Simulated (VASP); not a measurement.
**Mg: single point with PBEsol**

The system is Mg.

```xyz
3
Lattice="5.0048 0.0000 0.0000 -2.5024 4.3343 0.0000 0.0000 0.0000 3.0321" Properties=species:S:1:pos:R:3 pbc="T T T"
Mg    5.0048    0.0000    0.0000
Mg    0.0000    2.8895    1.5161
Mg    2.5024    1.4448    1.5161
```

This cell differs from its parent crystal: volume scaled by 0.96.

| Quantity | Value |
| --- | --- |
| Program | VASP 6.6.1 |
| Task | single point |
| Functional | PBEsol |
| Potentials or basis | VASP PAW PBE potentials, release 64 (Mg) |
| Cutoff | 520 eV |
| k mesh | 8 × 8 × 12 |
| Occupations | fermi-dirac, width 0.1 eV |
| Spin | no spin polarisation |

The pressure is 1.5 GPa and the band gap on the k mesh is zero (band 3 reaches 6.50 eV, above the bottom of band 4 at 1.90 eV).

Levels at points of the mesh, in eV from the Fermi level:
| k point | band 1 | band 2 | band 3 | band 4 | band 5 | band 6 | band 7 | band 8 |
| --- | --- | --- | --- | --- | --- | --- | --- | --- |
| (0.00, 0.00, 0.00) | -7.18 | 0.16 | 0.16 | 0.21 | 0.21 | 1.42 | 1.50 | 8.26 |
| (0.50, 0.00, 0.00) | -5.20 | -5.19 | -1.63 | -0.99 | 5.64 | 5.76 | 6.47 | 6.52 |
| (0.00, 0.00, 0.50) | -3.29 | -3.06 | 3.61 | 3.61 | 3.67 | 3.67 | 4.01 | 4.25 |
| (0.50, 0.00, 0.50) | -1.58 | -1.37 | -1.13 | -0.95 | 1.85 | 2.38 | 2.98 | 3.14 |

Wall time 24 s on 1 thread of Intel(R) Xeon(R) Platinum 8488C (Sapphire Rapids), with other jobs on the host, peak memory 0.2 GiB.

Caveat: the PAW data sets were made with another functional, which shifts forces and pressure a little.
